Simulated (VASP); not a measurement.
# MgO (C222_1) in VASP: further runs

The runs below take MgO through single point, relaxation of cell and atoms, with PBE.

All numbers are computed with VASP 6.6.1; they aren't measurements. Logs are shortened: lines on timing, memory, paths and dates and some standing lists are left out, and cuts for length are marked.

## 1. The cell of the first run

Symmetry: C222_1, No. 20, orthorhombic system. The conventional cell has a = 4.702 Å, b = 4.702 Å, c = 3.325 Å, α = 90.00°, β = 90.00°, γ = 90.00°. Mg (site symmetry 2) has 4 O at 2.04 Å and 2 Mg at 2.04 Å within 2.7 Å. Within 2.7 Å of O (site symmetry 2) lie 4 Mg at 2.04 Å and 2 O at 2.04 Å.

## 2. Single point, PBE

INCAR

```
SYSTEM = MgO
  PREC = Accurate
  ENCUT = 520
  EDIFF = 1E-6
  ISMEAR = 0
  SIGMA = 0.1
  LREAL = .FALSE.
  LASPH = .TRUE.
  NELM = 60
  ALGO = Normal
  ISIF = 2
  LWAVE = .FALSE.
  LCHARG = .TRUE.
  GGA = PE
  LELF = .TRUE.
  LVHAR = .TRUE.
  NBANDS = 16
```

KPOINTS

```
Automatic mesh
0
G
  6 6 6
  0 0 0
```

POSCAR

```
MgO
1.0
    2.3511481200     -2.3511481200      0.0000000000
    2.3511481200      2.3511481200      0.0000000000
    0.0000000000      0.0000000000      3.3250255600
Mg O
2 2
Direct
    0.6250000000      0.6250000000      0.0000000000
    0.3750000000      0.3750000000      0.5000000000
    0.8750000000      0.1250000000      0.2500000000
    0.1250000000      0.8750000000      0.7500000000
```

Potentials or basis: VASP PAW PBE potentials, release 64 (Mg, O).

Launch:

```bash
$ cat potpaw_PBE.64/Mg/POTCAR potpaw_PBE.64/O/POTCAR > POTCAR
$ mpirun -np 1 vasp_std > vasp.out
```

OUTCAR:

```text
SYSTEM = MgO
   PREC = Accurate
   ENCUT = 520
   EDIFF = 1E-6
   ISMEAR = 0
   LREAL = .FALSE.
   LASPH = .TRUE.
   NELM = 60
   ISIF = 2
   GGA = PE

 ion  position               nearest neighbor table
   1  0.625  0.625  0.000-   3 2.04   4 2.04   3 2.04   4 2.04   2 2.04   2 2.04   2 3.11   2 3.11
                             2 3.11   2 3.11
   2  0.375  0.375  0.500-   3 2.04   4 2.04   4 2.04   3 2.04   1 2.04   1 2.04   1 3.11   1 3.11
                             1 3.11   1 3.11
   3  0.875  0.125  0.250-   1 2.04   2 2.04   1 2.04   2 2.04
   4  0.125  0.875  0.750-   1 2.04   2 2.04   2 2.04   1 2.04

  LATTYP: Found a simple cubic cell.
 ALAT       =     3.3250255585

  Lattice vectors:

 A1 = (   2.3511481200,  -2.3511481200,   0.0000000000)
 A2 = (   2.3511481200,   2.3511481200,   0.0000000000)
 A3 = (   0.0000000000,   0.0000000000,   3.3250255600)

Analysis of symmetry for initial positions (statically):
=====================================================================
 Subroutine PRICEL returns:
 Original cell was already a primitive cell.

 Routine SETGRP: Setting up the symmetry group for a
 simple cubic supercell.

 Subroutine GETGRP returns: Found  4 space group operations
 (whereof  2 operations were pure point group operations)
 out of a pool of 48 trial point group operations.

The static configuration has the point symmetry C_2 .
 The point group associated with its full space group is D_2 .

Analysis of symmetry for dynamics (positions and initial velocities):
=====================================================================
 Subroutine PRICEL returns:
 Original cell was already a primitive cell.

 Routine SETGRP: Setting up the symmetry group for a
 simple cubic supercell.

 Subroutine GETGRP returns: Found  4 space group operations
 (whereof  2 operations were pure point group operations)
 out of a pool of 48 trial point group operations.

The dynamic configuration has the point symmetry C_2 .
 The point group associated with its full space group is D_2 .

 Subroutine INISYM returns: Found  4 space group operations
 (whereof  2 operations are pure point group operations),
 and found     1 'primitive' translations

----------------------------------------------------------------------------------------

                                     Primitive cell

  volume of cell :      36.7608

  direct lattice vectors                    reciprocal lattice vectors
     2.351148120 -2.351148120  0.000000000     0.212662059 -0.212662059  0.000000000
     2.351148120  2.351148120  0.000000000     0.212662059  0.212662059  0.000000000
     0.000000000  0.000000000  3.325025560     0.000000000  0.000000000  0.300749568

  length of vectors
     3.325025558  3.325025558  3.325025560     0.300749568  0.300749568  0.300749568

  position of ions in fractional coordinates (direct lattice)
     0.625000000  0.625000000  0.000000000
     0.375000000  0.375000000  0.500000000
     0.875000000  0.125000000  0.250000000
     0.125000000  0.875000000  0.750000000

  ion indices of the primitive-cell ions
   primitive index   ion index
                 1           1
                 2           2
                 3           3
                 4           4

----------------------------------------------------------------------------------------

 KPOINTS: Automatic mesh

Automatic generation of k-mesh.
 Grid dimensions read from file:
 generate k-points for:    6    6    6

 Generating k-lattice:

  Cartesian coordinates                     Fractional coordinates (reciprocal lattice)
     0.035443676 -0.035443676  0.000000000     0.166666667  0.000000000  0.000000000
     0.035443676  0.035443676  0.000000000     0.000000000  0.166666667  0.000000000
     0.000000000  0.000000000  0.050124928     0.000000000  0.000000000  0.166666667

  Length of vectors
     0.050124928  0.050124928  0.050124928

  Shift w.r.t. Gamma in fractional coordinates (k-lattice)
     0.000000000  0.000000000  0.000000000

 Subroutine IBZKPT returns following result:
 ===========================================

 Found     52 irreducible k-points:

 Following reciprocal coordinates:
            Coordinates               Weight
  0.000000  0.000000  0.000000      1.000000
  0.166667  0.000000  0.000000      4.000000
  0.000000  0.000000  0.166667      2.000000
  0.333333  0.000000  0.000000      4.000000
  0.000000  0.000000  0.333333      2.000000
  0.500000  0.000000  0.000000      2.000000
[... 16 lines left out ...]
  0.333333  0.000000  0.500000      4.000000
  0.500000  0.500000  0.000000      1.000000
 [... further k-points ...]
   k-points           NKPTS =     52   k-points in BZ     NKDIM =     52   number of bands    NBANDS=     16
   number of dos      NEDOS =    301   number of ions     NIONS =      4
   total plane-waves  NPLWV =  21952
   dimension x,y,z NGX =    28 NGY =   28 NGZ =   28
   dimension x,y,z NGXF=    56 NGYF=   56 NGZF=   56
   ions per type =               2   2
   NGX,Y,Z   is equivalent  to a cutoff of  14.00, 14.00, 14.00 a.u.
   NGXF,Y,Z  is equivalent  to a cutoff of  28.00, 28.00, 28.00 a.u.
 SYSTEM =  MgO
   PREC   = accura    normal or accurate (medium, high low for compatibility)
   ISTART =      0    job   : 0-new  1-cont  2-samecut
   ICHARG =      2    charge: 1-file 2-atom 10-const
   ISPIN  =      1    spin polarized calculation?
   LNONCOLLINEAR =      F non collinear calculations
   LSORBIT =      F    spin-orbit coupling
   LASPH  =      T    aspherical Exc in radial PAW
   ENCUT  =  520.0 eV  38.22 Ry    6.18 a.u.   6.18  6.18  6.18*2*pi/ulx,y,z
   NELM   =     60;   NELMIN=  2; NELMDL= -5     # of ELM steps
   EDIFF  = 0.1E-05   stopping-criterion for ELM
   LREAL  =      F    real-space projection
   EDIFFG = 0.1E-04   stopping-criterion for IOM
   NSW    =      0    number of steps for IOM
   IBRION =     -1    ionic relax: 0-MD 1-quasi-New 2-CG
   NFREE  =      0    steps in history (QN), initial steepest desc. (CG)
   ISIF   =      2    stress and relaxation
   ISYM   =      2    0-nonsym 1-usesym 2-fastsym
   POTIM  = 0.5000    time-step for ionic-motion
   TEBEG  =    0.0;   TEEND  =   0.0 temperature during run
   PSTRESS=    0.0 pullay stress
   NELECT =      16.0000    total number of electrons
   NUPDOWN=      -1.0000    fix difference up-down
   EMIN   =  10.00;   EMAX   =-10.00  energy-range for DOS
   EFERMI =   0.00;   METHOD = LEGACY
   ISMEAR =     0;   SIGMA  =   0.10  broadening in eV -4-tet -1-fermi 0-gaus
   EFERMI_NEDOS =   21; number of points for ismear=-14 and -15
   IALGO  =     38    algorithm
   IMIX   =      4    mixing-type and parameters
     AMIX     =   0.40;   BMIX     =  1.00
     AMIX_MAG =   1.60;   BMIX_MAG =  1.00
  volume/ion in A,a.u.               =       9.19        62.02
  Fermi-wavevector in a.u.,A,eV,Ry     =   1.240661  2.344510 20.942632  1.539240
  Thomas-Fermi vector in A             =   2.375092
   LORBIT       =      0    0 simple, 1 ext, 2 COOP (PROOUT), +10 PAW based schemes
   GGA     = PE    functional components
   LHFCALC =     F    Hartree Fock is set to
   AEXX    =    0.0000 exact exchange contribution
   IVDW    =     0    specifies the selected vdW correction
   LEPSILON=     F    determine dielectric tensor
   LRPA    =     F    only Hartree local field effects (RPA)
 non-spin polarized calculation
 Gauss-broadening in eV      SIGMA  =   0.10
  energy-cutoff  :      520.00
  volume of cell :       36.76
 maximum number of plane-waves:      1021
 NGX is ok and might be reduce to    28
   NGX = 13   NGY = 13   NGZ = 13

 number of electron      16.0000014 magnetization

 Free energy of the ion-electron system (eV)
  ---------------------------------------------------
  ext. energy  EPLUGINS =         0.00000000
  ---------------------------------------------------
  free energy    TOTEN  =       -14.17602641 eV

  energy without entropy =      -14.17539893  energy(sigma->0) =      -14.17571267

 E-fermi :   6.0472     XC(G=0): -11.2303

 val. band max:        5.9424754851   @ k =   0.1667   0.0000   0.0000
 cond. band min:       6.0829742914   @ k =   0.0000   0.0000   0.0000
 fundamental gap:      0.1404988063
 Fermi energy:         6.0472021195

 k-point     1 :       0.0000    0.0000    0.0000
  band No.  band energies     occupation
      1     -13.9882      2.00000
      2     -10.4859      2.00000
      3       0.7964      2.00000
      4       1.1558      2.00000
      5       2.0800      2.00000
      6       2.4825      2.00000
[... 8 lines left out ...]
     15      19.9001      0.00000
     16      22.3931      0.00000

 k-point     2 :       0.1667    0.0000    0.0000
  band No.  band energies     occupation
      1     -13.8673      2.00000
      2     -10.5613      2.00000
      3       0.5444      2.00000
      4       0.9185      2.00000
      5       1.8948      2.00000
      6       2.7850      2.00000
[... 8 lines left out ...]
     15      20.2535      0.00000
     16      20.9398      0.00000

 k-point     3 :       0.0000    0.0000    0.1667
  band No.  band energies     occupation
      1     -13.7821      2.00000
      2     -10.7450      2.00000
      3       0.4863      2.00000
      4       1.3083      2.00000
      5       2.1667      2.00000
      6       2.5219      2.00000
[... 8 lines left out ...]
     15      20.2072      0.00000
     16      21.8310      0.00000

 k-point     4 :       0.3333    0.0000    0.0000
  band No.  band energies     occupation
      1     -13.5950      2.00000
      2     -10.7481      2.00000
      3      -0.3700      2.00000
      4       1.1794      2.00000
      5       1.8431      2.00000
      6       2.7808      2.00000
[... 8 lines left out ...]
     15      20.1989      0.00000
     16      21.5099      0.00000
[... 324 lines left out ...]
 k-point    22 :       0.0000    0.5000    0.3333
  band No.  band energies     occupation
      1     -12.7770      2.00000
      2     -11.4453      2.00000
      3      -1.2517      2.00000
      4       0.2543      2.00000
      5       1.9466      2.00000
      6       2.5636      2.00000
[... 8 lines left out ...]
     15      19.7593      0.00000
     16      20.9803      0.00000

 k-point    23 :       0.3333    0.0000    0.5000
  band No.  band energies     occupation
      1     -12.1674      2.00000
      2     -12.1674      2.00000
      3      -0.4358      2.00000
      4      -0.4358      2.00000
      5       2.3275      2.00000
      6       2.3275      2.00000
[... 8 lines left out ...]
     15      19.1655      0.00000
     16      19.1655      0.00000

 k-point    24 :       0.5000    0.5000    0.0000
  band No.  band energies     occupation
      1     -13.0958      2.00000
      2     -10.8736      2.00000
      3      -0.9310      2.00000
      4       0.1695      2.00000
      5       1.7139      2.00000
      6       2.3963      2.00000
[... 8 lines left out ...]
     15      19.9523      0.00000
     16      20.6037      0.00000

 [... further k-points ...]
[... 5 lines left out ...]
  --------------------------------------------------------------------------------------
  -------------------------------------------------------------------------------------
  Total        4.9557106      1.1163545     27.3505688      0.0000000      0.0000000      0.0000000
  in kB      215.9889594     48.6550304   1192.0431631      0.0000000      0.0000000      0.0000000
  external PRESSURE =     485.5623843 kB  Pullay stress =       0.0000000 kB

 VOLUME and BASIS-vectors are now :
 -----------------------------------------------------------------------------
  energy-cutoff  :      520.00
  volume of cell :       36.76
      direct lattice vectors                 reciprocal lattice vectors
     2.351148120 -2.351148120  0.000000000     0.212662059 -0.212662059  0.000000000
     2.351148120  2.351148120  0.000000000     0.212662059  0.212662059  0.000000000
     0.000000000  0.000000000  3.325025560     0.000000000  0.000000000  0.300749568

 POSITION                                       TOTAL-FORCE (eV/Angst)
 -----------------------------------------------------------------------------------
      2.93894      0.00000      0.00000         7.625152     -0.000000      0.000000
      1.76336      0.00000      1.66251        -7.625152     -0.000000      0.000000
      2.35115     -1.76336      0.83126         0.000000      7.225970      0.000000
      2.35115      1.76336      2.49377         0.000000     -7.225970     -0.000000
 -----------------------------------------------------------------------------------
    total drift:                               -0.000000     -0.000000      0.000000

  FREE ENERGIE OF THE ION-ELECTRON SYSTEM (eV)
  ---------------------------------------------------
  free  energy   TOTEN  =       -14.1760264139 eV

  energy  without entropy=      -14.1753989288  energy(sigma->0) =      -14.17571267
```

It took 46 s on 1 thread of Intel Xeon 8259CL, shared host; peak memory 0.17 GiB.

Results:

```yaml
Free_energy: -14.1760 eV
Pressure: 48.6 GPa
Largest_force: 7.625 eV/Å
Band_gap_on_the_k_mesh: 0.14 eV, indirect (least direct gap 0.46 eV)
```

Forces in eV/Å, atoms in the order of the input:
```
Mg   7.625  0.000  0.000
Mg  -7.625  0.000  0.000
O    0.000  7.226  0.000
O    0.000 -7.226  0.000
```

Stress tensor (GPa, compression positive):
```
 21.60   0.00   0.00
  0.00   4.87   0.00
  0.00   0.00 119.20
```

Levels at points of the mesh, in eV from the valence-band top:
| k point | band 4 | band 5 | band 6 | band 7 | band 8 | band 9 | band 10 | band 11 | band 12 | band 13 |
| --- | --- | --- | --- | --- | --- | --- | --- | --- | --- | --- |
| (0.00, 0.00, 0.00) | -4.79 | -3.86 | -3.46 | -2.49 | -0.32 | 0.14 | 5.44 | 6.41 | 8.87 | 11.96 |
| (0.50, 0.00, 0.00) | -4.60 | -4.21 | -3.16 | -2.81 | -0.50 | 3.09 | 4.20 | 6.67 | 8.62 | 10.69 |
| (0.00, 0.00, 0.50) | -5.18 | -3.37 | -3.37 | -2.16 | -2.16 | 3.18 | 3.18 | 8.28 | 8.28 | 11.74 |
| (0.50, 0.50, 0.00) | -5.77 | -4.23 | -3.55 | -2.23 | -0.56 | 1.25 | 5.37 | 6.82 | 10.21 | 11.92 |
| (0.00, 0.50, 0.50) | -6.73 | -3.57 | -3.57 | -0.68 | -0.68 | 3.62 | 3.62 | 6.95 | 6.95 | 11.98 |
| (0.50, 0.50, 0.50) | -6.28 | -4.85 | -4.85 | -1.48 | -1.48 | 3.65 | 3.65 | 8.76 | 8.76 | 10.97 |

Caveat: forces of over 1 eV/Å act on the atoms, so gaps and moduli don't describe the material at rest. A k mesh can miss the band edges.

(Part 1 of 2 ends here.)
